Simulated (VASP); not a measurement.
Wanted: the native input for a VASP 6.6.1 run.

* Task: single point
* Functional: LDA
* Potentials or basis: VASP PAW LDA potentials, release 64 (Ga_d)
* Cutoff: 520 eV
* k mesh: 10 × 10 × 8
* Occupations: fermi-dirac, width 0.15 eV
* Spin: no spin polarisation
* Dipole correction: no
* Further INCAR settings: ALGO = Fast; EDIFF = 1e-06; NBANDS = 34

The structure of Ga lies in POSCAR:

```
Ga
1.0
    2.2302915961     -3.7341006549      0.0000000000
    2.2302915961      3.7341006549      0.0000000000
    0.0000000000      0.0000000000      4.4188069704
Ga
4
Direct
    0.6561671181      0.3438328819      0.4136626059
    0.8438328819      0.1561671181      0.9136626059
    0.3438328819      0.6561671181      0.5863373941
    0.1561671181      0.8438328819      0.0863373941
```

The input as run:

INCAR

```
PREC = Accurate ; ENCUT = 520
EDIFF = 1E-6 ; ISMEAR = -1
SIGMA = 0.15 ; LREAL = F
LASPH = T ; NELM = 60
ALGO = Fast ; ISIF = 2
LWAVE = F ; LCHARG = F
NBANDS = 34
```

KPOINTS

```
regular mesh
0
Gamma
  10 10 8
```

Potentials or basis: VASP PAW LDA potentials, release 64 (Ga_d).

Run with:

```bash
$ cat potpaw_LDA.64/Ga_d/POTCAR > POTCAR
$ mpirun -np 1 vasp_std > vasp.out
```

Results of the run:

* Pressure: 0.2 GPa
* Band gap on the k mesh: zero (band 26 reaches 5.77 eV, above the bottom of band 27 at 4.24 eV)

Wall time 13 min on 1 thread of AMD EPYC 7R13 (shared host), peak memory 0.33 GiB.
